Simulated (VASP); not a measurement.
# Si7Ge (P-42m) in VASP: further runs

Si7Ge is run at these levels: PBEsol; tasks: single point.

All numbers are computed with VASP 6.6.1; they aren't measurements. Logs are shortened: lines on timing, memory, paths and dates and some standing lists are left out, and cuts for length are marked.

## (1) The cell of the first run

The structure is tetragonal, space group P-42m (No. 111). Conventional cell: a = 5.473 Å, b = 5.473 Å, c = 4.851 Å, α = 90.00°, β = 90.00°, γ = 90.00°. Within 3.0 Å of Si (site symmetry m) lie 3 Si at 2.27 to 2.28 Å and 1 Ge at 2.31 Å. Within 3.0 Å of Si (site symmetry 222) lie 4 Si at 2.28 Å. Within 3.0 Å of Si (site symmetry -42m) lie 4 Si at 2.27 Å. Within 3.0 Å of Ge (site symmetry -42m) lie 4 Si at 2.31 Å.

## (2) Single point, PBEsol (volume 18.166 Å^3 an atom, c/a of the conventional cell 0.8864)

Contents of INCAR:

```
SYSTEM = Si7Ge
PREC = Accurate
ENCUT = 520
EDIFF = 1E-7
ISMEAR = 0
SIGMA = 0.03
LREAL = .False.
LASPH = .True.
NELM = 100
ALGO = Normal
ISIF = 2
LWAVE = .False.
LCHARG = .True.
GGA = PS
LELF = .True.
LVHAR = .True.
NBANDS = 31
```

Contents of KPOINTS:

```
regular mesh
0
Gamma
  8 8 8
  0 0 0
```

Contents of POSCAR:

```
Si7Ge
1.0
    5.4731814936      0.0000000000      0.0000000000
    0.0000000000      5.4731814936      0.0000000000
    0.0000000000      0.0000000000      4.8514280760
Si Ge
7 1
Direct
    0.2525986838      0.2525986838      0.2525986838
    0.0000000000      0.5000000000      0.5000000000
    0.5000000000      0.5000000000      0.0000000000
    0.5000000000      0.0000000000      0.5000000000
    0.7474013162      0.2525986838      0.7474013162
    0.7474013162      0.7474013162      0.2525986838
    0.2525986838      0.7474013162      0.7474013162
    0.0000000000      0.0000000000      0.0000000000
```

Potentials or basis: VASP PAW PBE potentials, release 64 (Si, Ge_d).

Command:

```console
> cat potpaw_PBE.64/Si/POTCAR potpaw_PBE.64/Ge_d/POTCAR > POTCAR
> mpirun -np 1 vasp_std > vasp.out
```

OUTCAR:

```text
SYSTEM = Si7Ge
   PREC = Accurate
   ENCUT = 520
   EDIFF = 1E-7
   ISMEAR = 0
   LREAL = .False.
   LASPH = .True.
   NELM = 100
   ISIF = 2
   GGA = PS

 ion  position               nearest neighbor table
   1  0.253  0.253  0.253-   3 2.27   2 2.28   4 2.28   8 2.31
   2  0.000  0.500  0.500-   1 2.28   5 2.28   6 2.28   7 2.28
   3  0.500  0.500  0.000-   1 2.27   5 2.27   6 2.27   7 2.27
   4  0.500  0.000  0.500-   1 2.28   5 2.28   6 2.28   7 2.28
   5  0.747  0.253  0.747-   3 2.27   2 2.28   4 2.28   8 2.31
   6  0.747  0.747  0.253-   3 2.27   2 2.28   4 2.28   8 2.31
   7  0.253  0.747  0.747-   3 2.27   2 2.28   4 2.28   8 2.31
   8  0.000  0.000  0.000-   1 2.31   5 2.31   6 2.31   7 2.31

  LATTYP: Found a simple tetragonal cell.
 ALAT       =     5.4731814936
 C/A-ratio  =     0.8864000000

  Lattice vectors:

 A1 = (   5.4731814936,   0.0000000000,   0.0000000000)
 A2 = (   0.0000000000,   5.4731814936,   0.0000000000)
 A3 = (   0.0000000000,   0.0000000000,   4.8514280760)

Analysis of symmetry for initial positions (statically):
=====================================================================
 Subroutine PRICEL returns:
 Original cell was already a primitive cell.

 Routine SETGRP: Setting up the symmetry group for a
 simple tetragonal supercell.

 Subroutine GETGRP returns: Found  8 space group operations
 (whereof  8 operations were pure point group operations)
 out of a pool of 16 trial point group operations.

The static configuration has the point symmetry D_2d.

Analysis of symmetry for dynamics (positions and initial velocities):
=====================================================================
 Subroutine PRICEL returns:
 Original cell was already a primitive cell.

 Routine SETGRP: Setting up the symmetry group for a
 simple tetragonal supercell.

 Subroutine GETGRP returns: Found  8 space group operations
 (whereof  8 operations were pure point group operations)
 out of a pool of 16 trial point group operations.

The dynamic configuration has the point symmetry D_2d.

 Subroutine INISYM returns: Found  8 space group operations
 (whereof  8 operations are pure point group operations),
 and found     1 'primitive' translations

----------------------------------------------------------------------------------------

                                     Primitive cell

  volume of cell :     145.3280

  direct lattice vectors                    reciprocal lattice vectors
     5.473181494  0.000000000  0.000000000     0.182709088  0.000000000  0.000000000
     0.000000000  5.473181494  0.000000000     0.000000000  0.182709088  0.000000000
     0.000000000  0.000000000  4.851428076     0.000000000  0.000000000  0.206124874

  length of vectors
     5.473181494  5.473181494  4.851428076     0.182709088  0.182709088  0.206124874

  position of ions in fractional coordinates (direct lattice)
     0.252598684  0.252598684  0.252598684
     0.000000000  0.500000000  0.500000000
     0.500000000  0.500000000  0.000000000
     0.500000000  0.000000000  0.500000000
     0.747401316  0.252598684  0.747401316
     0.747401316  0.747401316  0.252598684
     0.252598684  0.747401316  0.747401316
     0.000000000  0.000000000  0.000000000

  ion indices of the primitive-cell ions
   primitive index   ion index
                 1           1
                 2           2
                 3           3
                 4           4
                 5           5
                 6           6
                 7           7
                 8           8

----------------------------------------------------------------------------------------

 KPOINTS: regular mesh

Automatic generation of k-mesh.
 Grid dimensions read from file:
 generate k-points for:    8    8    8

 Generating k-lattice:

  Cartesian coordinates                     Fractional coordinates (reciprocal lattice)
     0.022838636  0.000000000  0.000000000     0.125000000  0.000000000  0.000000000
     0.000000000  0.022838636  0.000000000     0.000000000  0.125000000  0.000000000
     0.000000000  0.000000000  0.025765609     0.000000000  0.000000000  0.125000000

  Length of vectors
     0.022838636  0.022838636  0.025765609

  Shift w.r.t. Gamma in fractional coordinates (k-lattice)
     0.000000000  0.000000000  0.000000000

 Subroutine IBZKPT returns following result:
 ===========================================

 Found     75 irreducible k-points:

 Following reciprocal coordinates:
            Coordinates               Weight
  0.000000  0.000000  0.000000      1.000000
  0.125000  0.000000  0.000000      4.000000
  0.250000  0.000000  0.000000      4.000000
  0.375000  0.000000  0.000000      4.000000
  0.500000  0.000000  0.000000      2.000000
  0.125000  0.125000  0.000000      4.000000
[... 16 lines left out ...]
  0.375000  0.125000  0.125000     16.000000
  0.500000  0.125000  0.125000      8.000000
 [... further k-points ...]
   k-points           NKPTS =     75   k-points in BZ     NKDIM =     75   number of bands    NBANDS=     31
   number of dos      NEDOS =    301   number of ions     NIONS =      8
   total plane-waves  NPLWV =  63504
   dimension x,y,z NGX =    42 NGY =   42 NGZ =   36
   dimension x,y,z NGXF=    84 NGYF=   84 NGZF=   72
   ions per type =               7   1
   NGX,Y,Z   is equivalent  to a cutoff of  12.76, 12.76, 12.34 a.u.
   NGXF,Y,Z  is equivalent  to a cutoff of  25.51, 25.51, 24.67 a.u.
 SYSTEM =  Si7Ge
   PREC   = accura    normal or accurate (medium, high low for compatibility)
   ISTART =      0    job   : 0-new  1-cont  2-samecut
   ICHARG =      2    charge: 1-file 2-atom 10-const
   ISPIN  =      1    spin polarized calculation?
   LNONCOLLINEAR =      F non collinear calculations
   LSORBIT =      F    spin-orbit coupling
   LASPH  =      T    aspherical Exc in radial PAW
   ENCUT  =  520.0 eV  38.22 Ry    6.18 a.u.  10.18 10.18  9.02*2*pi/ulx,y,z
   NELM   =    100;   NELMIN=  2; NELMDL= -5     # of ELM steps
   EDIFF  = 0.1E-06   stopping-criterion for ELM
   LREAL  =      F    real-space projection
   EDIFFG = 0.1E-05   stopping-criterion for IOM
   NSW    =      0    number of steps for IOM
   IBRION =     -1    ionic relax: 0-MD 1-quasi-New 2-CG
   NFREE  =      0    steps in history (QN), initial steepest desc. (CG)
   ISIF   =      2    stress and relaxation
   ISYM   =      2    0-nonsym 1-usesym 2-fastsym
   POTIM  = 0.5000    time-step for ionic-motion
   TEBEG  =    0.0;   TEEND  =   0.0 temperature during run
   PSTRESS=    0.0 pullay stress
   NELECT =      42.0000    total number of electrons
   NUPDOWN=      -1.0000    fix difference up-down
   EMIN   =  10.00;   EMAX   =-10.00  energy-range for DOS
   EFERMI =   0.00;   METHOD = LEGACY
   ISMEAR =     0;   SIGMA  =   0.03  broadening in eV -4-tet -1-fermi 0-gaus
   EFERMI_NEDOS =   21; number of points for ismear=-14 and -15
   IALGO  =     38    algorithm
   IMIX   =      4    mixing-type and parameters
     AMIX     =   0.40;   BMIX     =  1.00
     AMIX_MAG =   1.60;   BMIX_MAG =  1.00
  volume/ion in A,a.u.               =      18.17       122.59
  Fermi-wavevector in a.u.,A,eV,Ry     =   1.082368  2.045378 15.939495  1.171520
  Thomas-Fermi vector in A             =   2.218407
   LORBIT       =      0    0 simple, 1 ext, 2 COOP (PROOUT), +10 PAW based schemes
   GGA     = PS    functional components
   LHFCALC =     F    Hartree Fock is set to
   AEXX    =    0.0000 exact exchange contribution
   IVDW    =     0    specifies the selected vdW correction
   LEPSILON=     F    determine dielectric tensor
   LRPA    =     F    only Hartree local field effects (RPA)
 non-spin polarized calculation
 Gauss-broadening in eV      SIGMA  =   0.03
  energy-cutoff  :      520.00
  volume of cell :      145.33
 maximum number of plane-waves:      3948
 NGX is ok and might be reduce to    42
   NGX = 21   NGY = 21   NGZ = 19

 number of electron      42.0000013 magnetization

 Free energy of the ion-electron system (eV)
  ---------------------------------------------------
  ext. energy  EPLUGINS =         0.00000000
  ---------------------------------------------------
  free energy    TOTEN  =       -44.18544100 eV

  energy without entropy =      -44.18489054  energy(sigma->0) =      -44.18516577

 E-fermi :   6.7744     XC(G=0): -10.1121

 val. band max:        6.7590799766   @ k =   0.2500   0.0000   0.2500
 cond. band min:       6.7819846721   @ k =   0.1250   0.1250   0.0000
 fundamental gap:      0.0229046955
 Fermi energy:         6.7743957921

 k-point     1 :       0.0000    0.0000    0.0000
  band No.  band energies     occupation
      1     -17.3839      2.00000
      2     -17.3811      2.00000
      3     -17.3811      2.00000
      4     -17.3512      2.00000
      5     -17.3418      2.00000
      6      -6.0701      2.00000
[... 23 lines left out ...]
     30       9.6650      0.00000
     31      10.9200      0.00000

 k-point     2 :       0.1250    0.0000    0.0000
  band No.  band energies     occupation
      1     -17.3840      2.00000
      2     -17.3811      2.00000
      3     -17.3811      2.00000
      4     -17.3512      2.00000
      5     -17.3418      2.00000
      6      -6.0008      2.00000
[... 23 lines left out ...]
     30      10.1320      0.00000
     31      11.2829      0.00000

 k-point     3 :       0.2500    0.0000    0.0000
  band No.  band energies     occupation
      1     -17.3840      2.00000
      2     -17.3811      2.00000
      3     -17.3811      2.00000
      4     -17.3512      2.00000
      5     -17.3417      2.00000
      6      -5.7935      2.00000
[... 23 lines left out ...]
     30      11.1294      0.00000
     31      11.6117      0.00000

 k-point     4 :       0.3750    0.0000    0.0000
  band No.  band energies     occupation
      1     -17.3840      2.00000
      2     -17.3811      2.00000
      3     -17.3811      2.00000
      4     -17.3511      2.00000
      5     -17.3417      2.00000
      6      -5.4525      2.00000
[... 23 lines left out ...]
     30      11.0982      0.00000
     31      12.1415      0.00000

 k-point     5 :       0.5000    0.0000    0.0000
  band No.  band energies     occupation
      1     -17.3840      2.00000
      2     -17.3812      2.00000
      3     -17.3811      2.00000
      4     -17.3511      2.00000
      5     -17.3417      2.00000
      6      -5.0697      2.00000
[... 23 lines left out ...]
     30      11.7962      0.00000
     31      11.8201      0.00000
[... 542 lines left out ...]
     30      10.0784      0.00000
     31      12.1989      0.00000

 k-point    22 :       0.2500    0.1250    0.1250
  band No.  band energies     occupation
      1     -17.3840      2.00000
      2     -17.3812      2.00000
      3     -17.3811      2.00000
      4     -17.3511      2.00000
      5     -17.3417      2.00000
      6      -5.6410      2.00000
[... 23 lines left out ...]
     30      10.8139      0.00000
     31      12.3420      0.00000

 k-point    23 :       0.3750    0.1250    0.1250
  band No.  band energies     occupation
      1     -17.3840      2.00000
      2     -17.3812      2.00000
      3     -17.3811      2.00000
      4     -17.3510      2.00000
      5     -17.3417      2.00000
      6      -5.3037      2.00000
[... 23 lines left out ...]
     30      11.4481      0.00000
     31      11.7591      0.00000

 k-point    24 :       0.5000    0.1250    0.1250
  band No.  band energies     occupation
      1     -17.3840      2.00000
      2     -17.3812      2.00000
      3     -17.3811      2.00000
      4     -17.3510      2.00000
      5     -17.3416      2.00000
      6      -4.9285      2.00000
[... 23 lines left out ...]
     30      11.2723      0.00000
     31      11.3353      0.00000

 [... further k-points ...]

------------------------ aborting loop because EDIFF is reached ----------------------------------------

  FORCE on cell =-STRESS in cart. coord.  units (eV):
  Direction    XX          YY          ZZ          XY          YZ          ZX
  --------------------------------------------------------------------------------------
  -------------------------------------------------------------------------------------
  Total        8.9483430      8.9483430     15.0291154      0.0000000     -0.0000000      0.0000000
  in kB       98.6515484     98.6515484    165.6893924      0.0000000     -0.0000000      0.0000000
  external PRESSURE =     120.9974964 kB  Pullay stress =       0.0000000 kB

 VOLUME and BASIS-vectors are now :
 -----------------------------------------------------------------------------
  energy-cutoff  :      520.00
  volume of cell :      145.33
      direct lattice vectors                 reciprocal lattice vectors
     5.473181494  0.000000000  0.000000000     0.182709088  0.000000000  0.000000000
     0.000000000  5.473181494  0.000000000     0.000000000  0.182709088  0.000000000
     0.000000000  0.000000000  4.851428076     0.000000000  0.000000000  0.206124874

 POSITION                                       TOTAL-FORCE (eV/Angst)
 -----------------------------------------------------------------------------------
      1.38252      1.38252      1.22546        -0.013634     -0.013634      0.063499
      0.00000      2.73659      2.42571         0.000000      0.000000      0.000000
      2.73659      2.73659      0.00000         0.000000     -0.000000      0.000000
      2.73659      0.00000      2.42571         0.000000     -0.000000     -0.000000
      4.09066      1.38252      3.62596         0.013634     -0.013634     -0.063499
      4.09066      4.09066      1.22546         0.013634      0.013634      0.063499
      1.38252      4.09066      3.62596        -0.013634      0.013634     -0.063499
      0.00000      0.00000      0.00000         0.000000      0.000000      0.000000
 -----------------------------------------------------------------------------------
    total drift:                               -0.000000     -0.000000     -0.000000

  FREE ENERGIE OF THE ION-ELECTRON SYSTEM (eV)
  ---------------------------------------------------
  free  energy   TOTEN  =       -44.1854410040 eV

  energy  without entropy=      -44.1848905354  energy(sigma->0) =      -44.18516577
```

Run time: 5.4 min. Hardware: 1 thread of Intel Xeon 6975P-C, shared host; peak memory 0.42 GiB.

Results:

- Free energy: -44.1854 eV
- Pressure: 12.1 GPa
- Largest force: 0.066 eV/Å
- Band gap on the k mesh: zero (band 21 reaches 6.85 eV, above the bottom of band 22 at 6.41 eV)

Forces on the atoms (eV/Å):
```
Si  -0.014 -0.014  0.063
Si   0.000  0.000  0.000
Si   0.000  0.000  0.000
Si   0.000  0.000  0.000
Si   0.014 -0.014 -0.063
Si   0.014  0.014  0.063
Si  -0.014  0.014 -0.063
Ge   0.000  0.000  0.000
```

Stress tensor (GPa, compression positive):
```
 9.87  0.00  0.00
 0.00  9.87  0.00
 0.00  0.00 16.57
```

Levels at points of the mesh, in eV from the Fermi level:
```tsv
k point	band 19	band 20	band 21	band 22	band 23	band 24
(0.00, 0.00, 0.00)	-0.27	-0.16	-0.16	-0.16	0.65	0.73
(0.50, 0.00, 0.00)	-1.84	-1.65	-1.57	1.30	1.48	2.98
(0.50, 0.50, 0.00)	-2.03	-2.02	-2.02	1.63	1.63	1.76
(0.00, 0.00, 0.50)	-2.57	-2.48	-2.48	0.25	0.42	3.41
(0.50, 0.00, 0.50)	-1.15	-1.11	-1.07	2.78	2.78	2.87
(0.50, 0.50, 0.50)	-0.71	-0.71	-0.54	1.04	1.38	1.38
```

Caveat: the PAW data sets were made with another functional, which shifts forces and pressure a little.

## (3) Single point, PBEsol (volume 23.588 Å^3 an atom, c/a of the conventional cell 1.0837)

Contents of INCAR:

```
PREC     = Accurate       # precision mode
ENCUT    = 520            # plane-wave cutoff, eV
EDIFF    = 1E-6           # SCF threshold, eV
ISMEAR   = 0              # smearing method
SIGMA    = 0.03           # smearing width, eV
LREAL    = False          # projectors in reciprocal space
LASPH    = True           # aspherical terms in the spheres
NELM     = 100            # most SCF steps
ALGO     = Normal         # electronic algorithm
ISIF     = 2              # what is computed and relaxed
LWAVE    = False          # write WAVECAR
LCHARG   = True           # write CHGCAR
GGA      = PS             # functional
LELF     = True           # ELF
LVHAR    = True         
NBANDS   = 31             # bands
```

Contents of KPOINTS:

```
regular mesh
0
Gamma
  8 8 8
```

Edit POSCAR of step 2 so:

```diff
@@ -2,5 +2,5 @@
 1.0
-    5.4731814936      0.0000000000      0.0000000000
-    0.0000000000      5.4731814936      0.0000000000
-    0.0000000000      0.0000000000      4.8514280760
+    5.5841534532      0.0000000000      0.0000000000
+    0.0000000000      5.5841534532      0.0000000000
+    0.0000000000      0.0000000000      6.0515470972
 Si Ge
```

Potentials or basis: VASP PAW PBE potentials, release 64 (Si, Ge_d).

Command:

```console
> cat potpaw_PBE.64/Si/POTCAR potpaw_PBE.64/Ge_d/POTCAR > POTCAR
> mpirun -np 1 vasp_std > vasp.out
```

Run time: 3.9 min. Hardware: 1 thread of Intel Xeon Platinum 8375C at 2.90GHz (Ice Lake), shared host; peak memory 0.51 GiB.

It converged, with:

```
Free energy            : -44.0056 eV
Pressure               : -9.7 GPa
Largest force          : 0.019 eV/Å
Band gap on the k mesh : 0.18 eV, indirect (least direct gap 0.24 eV)
```

Forces on the atoms (eV/Å):
```
Si   0.012  0.012  0.006
Si   0.000  0.000  0.000
Si   0.000  0.000  0.000
Si   0.000  0.000  0.000
Si  -0.012  0.012 -0.006
Si  -0.012 -0.012  0.006
Si   0.012 -0.012 -0.006
Ge   0.000  0.000  0.000
```

Stress tensor (GPa, compression positive):
```
 -7.10   0.00   0.00
  0.00  -7.10   0.00
  0.00   0.00 -14.77
```

Levels at points of the mesh, in eV from the valence-band top:
```
           k point  band 19  band 20  band 21  band 22  band 23  band 24
(0.00, 0.00, 0.00)    -0.57     0.00     0.00     0.24     0.50     0.50
(0.50, 0.00, 0.00)    -2.04    -1.89    -1.83     0.68     0.83     2.64
(0.50, 0.50, 0.00)    -1.03    -0.93    -0.93     2.29     2.34     2.34
(0.00, 0.00, 0.50)    -1.62    -1.48    -1.48     1.27     1.43     2.64
(0.50, 0.00, 0.50)    -1.58    -1.52    -1.50     1.66     1.66     1.68
(0.50, 0.50, 0.50)    -0.99    -0.84    -0.84     0.18     0.49     0.58
```

Caveat: the PAW data sets were made with another functional, which shifts forces and pressure a little.
